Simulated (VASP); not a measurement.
# Ba (P6/mmm) in VASP: further runs

Runs on Ba. Level: PBE. Tasks: single point.

All numbers are computed with VASP 6.6.1; they aren't measurements. Logs are shortened: lines on timing, memory, paths and dates and some standing lists are left out, and cuts for length are marked.

**1. The cell of the first run**

Symmetry: P6/mmm, No. 191, hexagonal system. The conventional cell has a = 4.312 Å, b = 4.312 Å, c = 3.913 Å, α = 90.00°, β = 90.00°, γ = 120.00°. Within 5.1 Å of Ba (site symmetry 6/mmm) lie 8 Ba at 3.91 to 4.31 Å.

**2. Single point, PBE**

INCAR reads:

```
SYSTEM = Ba
PREC = Accurate
ENCUT = 520
EDIFF = 1E-6
ISMEAR = 0
SIGMA = 0.015
LREAL = .False.
LASPH = .True.
NELM = 60
ALGO = Fast
ISIF = 2
LWAVE = .False.
LCHARG = .False.
GGA = PE
NBANDS = 11
```

KPOINTS reads:

```
Automatic mesh
0
Gamma
  6 6 4
  0 0 0
```

POSCAR reads:

```
Ba
1.0
    4.3116136979      0.0000000000      0.0000000000
   -2.1558068490      3.7339669937      0.0000000000
    0.0000000000      0.0000000000      3.9134133000
Ba
1
Direct
    0.6470000000      0.2960000000      0.3940000000
```

Potentials or basis: VASP PAW PBE potentials, release 64 (Ba_sv).

Command:

```console
$ cat potpaw_PBE.64/Ba_sv/POTCAR > POTCAR
$ mpirun -np 1 vasp_std > vasp.out
```

OUTCAR:

```text
SYSTEM = Ba
   PREC = Accurate
   ENCUT = 520
   EDIFF = 1E-6
   ISMEAR = 0
   LREAL = .False.
   LASPH = .True.
   NELM = 60
   ISIF = 2
   GGA = PE

 ion  position               nearest neighbor table
   1  0.647  0.296  0.394-

  LATTYP: Found a hexagonal cell.
 ALAT       =     4.3116136979
 C/A-ratio  =     0.9076446950

  Lattice vectors:

 A1 = (   4.3116136979,   0.0000000000,   0.0000000000)
 A2 = (  -2.1558068490,   3.7339669937,   0.0000000000)
 A3 = (   0.0000000000,   0.0000000000,   3.9134133000)

Analysis of symmetry for initial positions (statically):
=====================================================================
 Subroutine PRICEL returns:
 Original cell was already a primitive cell.

 Routine SETGRP: Setting up the symmetry group for a
 hexagonal supercell.

 Subroutine GETGRP returns: Found 24 space group operations
 (whereof  1 operations were pure point group operations)
 out of a pool of 24 trial point group operations.

The static configuration has the point symmetry C_1 .
 The point group associated with its full space group is D_6h.

Analysis of symmetry for dynamics (positions and initial velocities):
=====================================================================
 Subroutine PRICEL returns:
 Original cell was already a primitive cell.

 Routine SETGRP: Setting up the symmetry group for a
 hexagonal supercell.

 Subroutine GETGRP returns: Found 24 space group operations
 (whereof  1 operations were pure point group operations)
 out of a pool of 24 trial point group operations.

The dynamic configuration has the point symmetry C_1 .
 The point group associated with its full space group is D_6h.

 Subroutine INISYM returns: Found 24 space group operations
 (whereof  1 operations are pure point group operations),
 and found     1 'primitive' translations

----------------------------------------------------------------------------------------

                                     Primitive cell

  volume of cell :      63.0037

  direct lattice vectors                    reciprocal lattice vectors
     4.311613698  0.000000000  0.000000000     0.231931724  0.133905844  0.000000000
    -2.155806849  3.733966994  0.000000000     0.000000000  0.267811687  0.000000000
     0.000000000  0.000000000  3.913413300     0.000000000  0.000000000  0.255531405

  length of vectors
     4.311613698  4.311613698  3.913413300     0.267811687  0.267811687  0.255531405

  position of ions in fractional coordinates (direct lattice)
     0.647000000  0.296000000  0.394000000

  ion indices of the primitive-cell ions
   primitive index   ion index
                 1           1

----------------------------------------------------------------------------------------

 KPOINTS: Automatic mesh

Automatic generation of k-mesh.
 Grid dimensions read from file:
 generate k-points for:    6    6    4

 Generating k-lattice:

  Cartesian coordinates                     Fractional coordinates (reciprocal lattice)
     0.038655287  0.022317641  0.000000000     0.166666667  0.000000000  0.000000000
     0.000000000  0.044635281  0.000000000     0.000000000  0.166666667  0.000000000
     0.000000000  0.000000000  0.063882851     0.000000000  0.000000000  0.250000000

  Length of vectors
     0.044635281  0.044635281  0.063882851

  Shift w.r.t. Gamma in fractional coordinates (k-lattice)
     0.000000000  0.000000000  0.000000000

 Subroutine IBZKPT returns following result:
 ===========================================

 Found     21 irreducible k-points:

 Following reciprocal coordinates:
            Coordinates               Weight
  0.000000  0.000000  0.000000      1.000000
  0.166667  0.000000  0.000000      6.000000
  0.333333  0.000000  0.000000      6.000000
  0.500000  0.000000  0.000000      3.000000
  0.166667  0.166667  0.000000      6.000000
  0.333333  0.166667  0.000000     12.000000
[... 13 lines left out ...]
  0.333333  0.166667  0.500000     12.000000
  0.333333  0.333333  0.500000      2.000000
   k-points           NKPTS =     21   k-points in BZ     NKDIM =     21   number of bands    NBANDS=     11
   number of dos      NEDOS =    301   number of ions     NIONS =      1
   total plane-waves  NPLWV =  30720
   dimension x,y,z NGX =    32 NGY =   32 NGZ =   30
   dimension x,y,z NGXF=    64 NGYF=   64 NGZF=   60
   ions per type =               1
   NGX,Y,Z   is equivalent  to a cutoff of  12.34, 12.34, 12.74 a.u.
   NGXF,Y,Z  is equivalent  to a cutoff of  24.68, 24.68, 25.49 a.u.
 SYSTEM =  Ba
   PREC   = accura    normal or accurate (medium, high low for compatibility)
   ISTART =      0    job   : 0-new  1-cont  2-samecut
   ICHARG =      2    charge: 1-file 2-atom 10-const
   ISPIN  =      1    spin polarized calculation?
   LNONCOLLINEAR =      F non collinear calculations
   LSORBIT =      F    spin-orbit coupling
   LASPH  =      T    aspherical Exc in radial PAW
   ENCUT  =  520.0 eV  38.22 Ry    6.18 a.u.   8.02  8.02  7.28*2*pi/ulx,y,z
   NELM   =     60;   NELMIN=  2; NELMDL= -5     # of ELM steps
   EDIFF  = 0.1E-05   stopping-criterion for ELM
   LREAL  =      F    real-space projection
   EDIFFG = 0.1E-04   stopping-criterion for IOM
   NSW    =      0    number of steps for IOM
   IBRION =     -1    ionic relax: 0-MD 1-quasi-New 2-CG
   NFREE  =      0    steps in history (QN), initial steepest desc. (CG)
   ISIF   =      2    stress and relaxation
   ISYM   =      2    0-nonsym 1-usesym 2-fastsym
   POTIM  = 0.5000    time-step for ionic-motion
   TEBEG  =    0.0;   TEEND  =   0.0 temperature during run
   PSTRESS=    0.0 pullay stress
   NELECT =      10.0000    total number of electrons
   NUPDOWN=      -1.0000    fix difference up-down
   EMIN   =  10.00;   EMAX   =-10.00  energy-range for DOS
   EFERMI =   0.00;   METHOD = LEGACY
   ISMEAR =     0;   SIGMA  =   0.01  broadening in eV -4-tet -1-fermi 0-gaus
   EFERMI_NEDOS =   21; number of points for ismear=-14 and -15
   IALGO  =     68    algorithm
   IMIX   =      4    mixing-type and parameters
     AMIX     =   0.40;   BMIX     =  1.00
     AMIX_MAG =   1.60;   BMIX_MAG =  1.00
  volume/ion in A,a.u.               =      63.00       425.17
  Fermi-wavevector in a.u.,A,eV,Ry     =   0.886379  1.675014 10.689660  0.785668
  Thomas-Fermi vector in A             =   2.007537
   LORBIT       =      0    0 simple, 1 ext, 2 COOP (PROOUT), +10 PAW based schemes
   GGA     = PE    functional components
   LHFCALC =     F    Hartree Fock is set to
   AEXX    =    0.0000 exact exchange contribution
   IVDW    =     0    specifies the selected vdW correction
   LEPSILON=     F    determine dielectric tensor
   LRPA    =     F    only Hartree local field effects (RPA)
 non-spin polarized calculation
 RMM-DIIS sequential band-by-band and
 Gauss-broadening in eV      SIGMA  =   0.01
  energy-cutoff  :      520.00
  volume of cell :       63.00
 maximum number of plane-waves:      1710
   NGX = 17   NGY = 17   NGZ = 15

 number of electron      10.0000000 magnetization

 number of electron       9.9999999 magnetization

 Free energy of the ion-electron system (eV)
  ---------------------------------------------------
  ext. energy  EPLUGINS =         0.00000000
  ---------------------------------------------------
  free energy    TOTEN  =        -1.71423170 eV

  energy without entropy =       -1.71387366  energy(sigma->0) =       -1.71405268

 E-fermi :   1.5761     XC(G=0):  -7.4006

 val. band max:        1.5707826303   @ k =   0.5000   0.0000   0.2500
 cond. band min:       1.7674061472   @ k =   0.0000   0.0000   0.0000
 fundamental gap:      0.1966235169
 Fermi energy:         1.5760596795

 k-point     1 :       0.0000    0.0000    0.0000
  band No.  band energies     occupation
      1     -27.4523      2.00000
      2     -12.3789      2.00000
      3     -12.3789      2.00000
      4     -12.2847      2.00000
      5      -1.0447      2.00000
      6       1.7674      0.00000
      7       3.3468      0.00000
      8       3.3468      0.00000
      9       6.4969      0.00000
     10       6.4969      0.00000
     11       7.7044      0.00000

 k-point     2 :       0.1667    0.0000    0.0000
  band No.  band energies     occupation
      1     -27.4420      2.00000
      2     -12.5073      2.00000
      3     -12.4077      2.00000
      4     -12.2719      2.00000
      5      -0.5952      2.00000
      6       1.9479      0.00000
      7       2.7667      0.00000
      8       3.8139      0.00000
      9       5.7739      0.00000
     10       6.3836      0.00000
     11       8.9729      0.00000

 k-point     3 :       0.3333    0.0000    0.0000
  band No.  band energies     occupation
      1     -27.4211      2.00000
      2     -12.7501      2.00000
      3     -12.4644      2.00000
      4     -12.2459      2.00000
      5       0.3443      2.00000
      6       1.9271      0.00000
      7       2.5773      0.00000
      8       4.9098      0.00000
      9       5.1029      0.00000
     10       6.1753      0.00000
     11       7.8466      0.00000

 k-point     4 :       0.5000    0.0000    0.0000
  band No.  band energies     occupation
      1     -27.4106      2.00000
      2     -12.8654      2.00000
      3     -12.4923      2.00000
      4     -12.2328      2.00000
      5       0.7123      2.00000
      6       2.0697      0.00000
      7       2.6254      0.00000
      8       4.5885      0.00000
      9       6.0789      0.00000
     10       6.4183      0.00000
     11       7.6439      0.00000
[... 197 lines left out ...]
 k-point    19 :       0.1667    0.1667    0.5000
  band No.  band energies     occupation
      1     -27.3621      2.00000
      2     -12.9832      2.00000
      3     -12.5713      2.00000
      4     -12.3951      2.00000
      5       1.3131      2.00000
      6       2.2664      0.00000
      7       3.0726      0.00000
      8       3.3297      0.00000
      9       5.4796      0.00000
     10       5.5963      0.00000
     11       8.5469      0.00000

 k-point    20 :       0.3333    0.1667    0.5000
  band No.  band energies     occupation
      1     -27.3471      2.00000
      2     -12.9489      2.00000
      3     -12.6995      2.00000
      4     -12.4726      2.00000
      5       1.0413      2.00000
      6       2.4640      0.00000
      7       2.6279      0.00000
      8       3.9731      0.00000
      9       6.1226      0.00000
     10       7.1684      0.00000
     11       7.7912      0.00000

 k-point    21 :       0.3333    0.3333    0.5000
  band No.  band energies     occupation
      1     -27.3420      2.00000
      2     -12.9374      2.00000
      3     -12.6221      2.00000
      4     -12.6221      2.00000
      5       1.5570      1.92823
      6       1.5570      1.92823
      7       3.4333      0.00000
      8       3.4333      0.00000
      9       6.4987      0.00000
     10       6.9886      0.00000
     11       9.8418      0.00000

------------------------ aborting loop because EDIFF is reached ----------------------------------------

  FORCE on cell =-STRESS in cart. coord.  units (eV):
  Direction    XX          YY          ZZ          XY          YZ          ZX
  --------------------------------------------------------------------------------------
  -------------------------------------------------------------------------------------
  Total       -0.0842508     -0.0842508      0.2762602      0.0000000     -0.0000000      0.0000000
  in kB       -2.1424885     -2.1424885      7.0252666      0.0000000     -0.0000000      0.0000000
  external PRESSURE =       0.9134298 kB  Pullay stress =       0.0000000 kB

 VOLUME and BASIS-vectors are now :
 -----------------------------------------------------------------------------
  energy-cutoff  :      520.00
  volume of cell :       63.00
      direct lattice vectors                 reciprocal lattice vectors
     4.311613698  0.000000000  0.000000000     0.231931724  0.133905844  0.000000000
    -2.155806849  3.733966994  0.000000000     0.000000000  0.267811687  0.000000000
     0.000000000  0.000000000  3.913413300     0.000000000  0.000000000  0.255531405

 POSITION                                       TOTAL-FORCE (eV/Angst)
 -----------------------------------------------------------------------------------
      2.15150      1.10525      1.54188         0.000000      0.000000      0.000000
 -----------------------------------------------------------------------------------
    total drift:                               -0.000001      0.000000     -0.000001

  FREE ENERGIE OF THE ION-ELECTRON SYSTEM (eV)
  ---------------------------------------------------
  free  energy   TOTEN  =        -1.7142317032 eV

  energy  without entropy=       -1.7138736595  energy(sigma->0) =       -1.71405268
```

It took 12 s on 1 thread of AMD EPYC 7R13 (Zen 3), shared host; peak memory 0.14 GiB.

What came out:

- Free energy: -1.7142 eV
- Pressure: 0.1 GPa
- Band gap on the k mesh: zero (band 5 reaches 1.92 eV, above the bottom of band 6 at 1.56 eV)

Caveat: the k points lie up to 0.40 Å⁻¹ apart; spin-orbit coupling is left out, which moves the levels of the heavy elements.

**3. Single point, PBE**

INCAR reads:

```
SYSTEM = Ba
PREC = Accurate
ENCUT = 500
EDIFF = 1E-6
ISMEAR = 0
SIGMA = 0.1
LREAL = .False.
LASPH = .True.
NELM = 120
ALGO = Normal
ISIF = 2
LWAVE = .False.
LCHARG = .False.
GGA = PE
NELECT = 10.5
NBANDS = 11
GGA_COMPAT = .False.
```

KPOINTS is that of step 2.

Edit POSCAR of step 2 so:

```diff
@@ -8,2 +8,2 @@
 Direct
-    0.6470000000      0.2960000000      0.3940000000
+    0.0000000000      0.0000000000      0.0000000000
```

Potentials or basis: VASP PAW PBE potentials, release 64 (Ba_sv).

Command:

```console
$ cat potpaw_PBE.64/Ba_sv/POTCAR > POTCAR
$ mpirun -np 1 vasp_std > vasp.out
```

Wall time 20 s (1 thread of Intel Xeon 8259CL, shared host); peak memory 0.17 GiB.

The run converged. Its results:

```
Free energy : -0.8644 eV
```

Levels at points of the mesh, in eV from the Fermi level:
| k point | band 3 | band 4 | band 5 | band 6 | band 7 | band 8 |
| --- | --- | --- | --- | --- | --- | --- |
| (0.00, 0.00, 0.00) | -14.09 | -13.99 | -3.03 | -0.12 | 1.48 | 1.48 |
| (0.50, 0.00, 0.00) | -14.21 | -13.94 | -1.24 | 0.18 | 0.65 | 2.75 |
| (0.00, 0.00, 0.50) | -14.02 | -14.02 | -1.09 | 0.38 | 2.09 | 2.09 |
| (0.50, 0.00, 0.50) | -14.48 | -14.13 | -1.11 | 0.00 | 1.60 | 3.04 |

Caveat: the k points lie up to 0.40 Å⁻¹ apart; the cell carries a net charge on a neutralising background, which shifts energy and pressure; the cell is charged against a uniform background, so pressure and absolute levels hang on convention; spin-orbit coupling is left out, which moves the levels of the heavy elements.

[end of part 1 of 2]
